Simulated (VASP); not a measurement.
Write the native input for VASP 6.6.1 that does the following.

```
Task                   : single point
Functional             : r2SCAN
Potentials or basis    : VASP PAW PBE potentials, release 64 (Na_sv, Cl)
Cutoff                 : 1250 eV
k mesh                 : 8 × 8 × 8
Occupations            : gaussian, width 0.01 eV
Spin                   : no spin polarisation
Dipole correction      : no
Further INCAR settings : ALGO = Normal; EDIFF = 1e-06; NBANDS = 15
```

The system is NaCl.

```
CELL_PARAMETERS angstrom
3.66401 0.00000 0.00000
0.00000 3.66401 0.00000
0.00000 0.00000 3.45955
ATOMIC_POSITIONS crystal
Na 0.00000 0.00000 0.00000
Cl 0.50000 0.50000 0.50000
```

This cell differs from its parent crystal: biaxial xy strain +5.9%.

The input as run:

POSCAR

```
NaCl
1.0
    3.6640050255      0.0000000000      0.0000000000
    0.0000000000      3.6640050255      0.0000000000
    0.0000000000      0.0000000000      3.4595458649
Na Cl
1 1
Direct
    0.0000000000      0.0000000000      0.0000000000
    0.5000000000      0.5000000000      0.5000000000
```

INCAR.step1

```
ALGO = Normal ; EDIFF = 1E-5
ENCUT = 1250 ; GGA = PE
GGA_COMPAT = False ; ISMEAR = 0
LASPH = True ; LCHARG = False
LREAL = False ; LWAVE = True
NBANDS = 15 ; NELM = 120
PREC = Accurate ; SIGMA = 0.01
```

INCAR.step2

```
ALGO = Normal ; EDIFF = 1E-6
ENCUT = 1250 ; GGA_COMPAT = False
ISIF = 2 ; ISMEAR = 0
ISTART = 1 ; LASPH = True
LCHARG = True ; LELF = True
LMIXTAU = True ; LREAL = False
LVHAR = True ; LWAVE = False
METAGGA = R2SCAN ; NBANDS = 15
NELM = 120 ; PREC = Accurate
SIGMA = 0.01
```

KPOINTS

```
k-points
0
Gamma
  8 8 8
```

Potentials or basis: VASP PAW PBE potentials, release 64 (Na_sv, Cl).

Command:

```console
$ cat potpaw_PBE.64/Na_sv/POTCAR potpaw_PBE.64/Cl/POTCAR > POTCAR
$ cp INCAR.step1 INCAR
$ mpirun -np 1 vasp_std > vasp.out
$ cp INCAR.step2 INCAR
$ mpirun -np 1 vasp_std > vasp.out
```

It gave:

```yaml
Pressure: -2.6 GPa
Band_gap_on_the_k_mesh: 4.24 eV (least direct gap 4.60 eV)
```

Caveat: the cell differs from its parent crystal (biaxial xy strain +5.9%); the structure was generated, so it needn't be the stable form of NaCl; the PAW data sets were made with another functional, which shifts forces and pressure a little.

Wall time 5 min on 1 thread of Intel(R) Xeon(R) Platinum 8559C (Emerald Rapids), with other jobs on the host, peak memory 0.38 GiB.
